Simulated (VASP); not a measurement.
# Au: single point with PBE

Crystal: Au.

```
CELL_PARAMETERS angstrom
-1.76438 1.76438 1.76438
1.76438 -1.76438 1.76438
1.76438 1.76438 -1.76438
ATOMIC_POSITIONS crystal
Au 0.00000 0.00000 0.00000
```

This isn't the form of Au at room conditions, which is fcc.

- Program: VASP 6.6.1
- Task: single point
- Functional: PBE
- Potentials or basis: VASP PAW PBE potentials, release 64 (Au)
- Cutoff: 520 eV
- k mesh: 18 × 18 × 18
- Occupations: fermi-dirac, width 0.05 eV
- Spin: no spin polarisation
- Dipole correction: no
- Further INCAR settings: ALGO = Normal; EDIFF = 1e-06; NBANDS = 12

The pressure is -14.9 GPa. The band gap on the k mesh is zero (an odd number of electrons rules out a gap without spin polarisation).

Levels at points of the mesh, in eV from the Fermi level:
| k point | band 2 | band 3 | band 4 | band 5 | band 6 | band 7 | band 8 | band 9 |
| --- | --- | --- | --- | --- | --- | --- | --- | --- |
| (0.00, 0.00, 0.00) | -3.74 | -3.74 | -3.74 | -2.46 | -2.46 | 16.19 | 16.19 | 16.19 |
| (0.50, 0.00, 0.00) | -4.43 | -2.57 | -2.36 | -1.50 | 0.33 | 2.25 | 11.95 | 12.13 |
| (0.50, 0.50, 0.50) | -4.94 | -1.74 | -1.74 | -1.74 | 5.99 | 5.99 | 5.99 | 6.93 |

It took 22 s on 1 thread of AMD EPYC 9R45 96-Core Processor (Zen 5), with other jobs on the host, peak memory 0.15 GiB.

Caveat: the cell stands under tension; spin-orbit coupling is left out, which moves the levels of the heavy elements.
